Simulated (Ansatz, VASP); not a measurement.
# C: VASP beside Ansatz

POSCAR

```
C
1.0
    0.0000000000      1.7388150000      1.7834000000
    1.7388150000      0.0000000000      1.7834000000
    1.7388150000      1.7388150000      0.0000000000
C
2
Direct
    0.5000000000      0.5000000000      0.5000000000
    0.7500000000      0.7500000000      0.7500000000
```

File INCAR.step1:

```
PREC     = Accurate       # precision mode
ENCUT    = 520            # plane-wave cutoff, eV
ISMEAR   = 0              # smearing method
SIGMA    = 0.05           # smearing width, eV
LREAL    = False          # projectors in reciprocal space
LASPH    = True           # aspherical terms in the spheres
NELM     = 60             # most SCF steps
NBANDS   = 11             # bands
GGA      = PE             # functional
ALGO     = Normal         # electronic algorithm
EDIFF    = 1E-4           # SCF threshold, eV
LWAVE    = True           # write WAVECAR
LCHARG   = False          # write CHGCAR
```

Contents of INCAR.step2:

```
PREC     = Accurate       # precision mode
ENCUT    = 520            # plane-wave cutoff, eV
EDIFF    = 1E-7           # SCF threshold, eV
ISMEAR   = 0              # smearing method
SIGMA    = 0.05           # smearing width, eV
LREAL    = False          # projectors in reciprocal space
LASPH    = True           # aspherical terms in the spheres
NELM     = 60             # most SCF steps
ALGO     = Normal         # electronic algorithm
ISIF     = 2              # what is computed and relaxed
LWAVE    = False          # write WAVECAR
LCHARG   = False          # write CHGCAR
METAGGA  = R2SCAN         # meta-GGA
LMIXTAU  = True         
NBANDS   = 11             # bands
ISTART   = 1
```

Contents of KPOINTS:

```
regular mesh
0
Gamma
  12 12 12
```

Input for Ansatz:

```yaml
crystal:
  lattice:
    - [0.0, 1.738815, 1.7834]
    - [1.738815, 0.0, 1.7834]
    - [1.738815, 1.738815, 0.0]
  atoms:
    - { symbol: C, position: [0.5, 0.5, 0.5] }
    - { symbol: C, position: [0.75, 0.75, 0.75] }
basis:
  ecutwfc: 500
kpoints:
  mp_grid: { grid: [12, 12, 12] }
hamiltonian:
  xc: r2scan
scf:
  occupations: { method: gaussian, width: 0.05 }
output:
  forces: true
  stress: true
  eigenvalues: true
```

Change from the starting cell: strain -0.0250 x Voigt [1, 1, 0, 0, 0, 0], atoms carried along.

Alike in both runs: task single point; functional r2SCAN; k mesh 12 × 12 × 12; occupations gaussian, width 0.05 eV; no spin polarisation.

|  | VASP | Ansatz |
| --- | --- | --- |
| version | VASP 6.6.1 | Ansatz 0.2.0 |
| potentials or method | VASP PAW PBE potentials, release 64 (C), cutoff 520 eV | scalar-relativistic, plane waves, PAW |
| valence electrons in the cell | 8 | 8 |

|  | VASP | Ansatz | Ansatz less VASP |
| --- | --- | --- | --- |
| gap on the k mesh at the Fermi level (eV) | 4.11 | 4.15 | +0.032 |
| least direct gap on the mesh (eV) | 5.72 | 5.77 | +0.049 |
| pressure (GPa) | 23.4 | 22.1 | -1.31 |
| traceless stress, the component that is largest in VASP (GPa) | -18.02 | -18.06 | -0.035 |

VASP's potentials were made for PBE, not for r2SCAN.
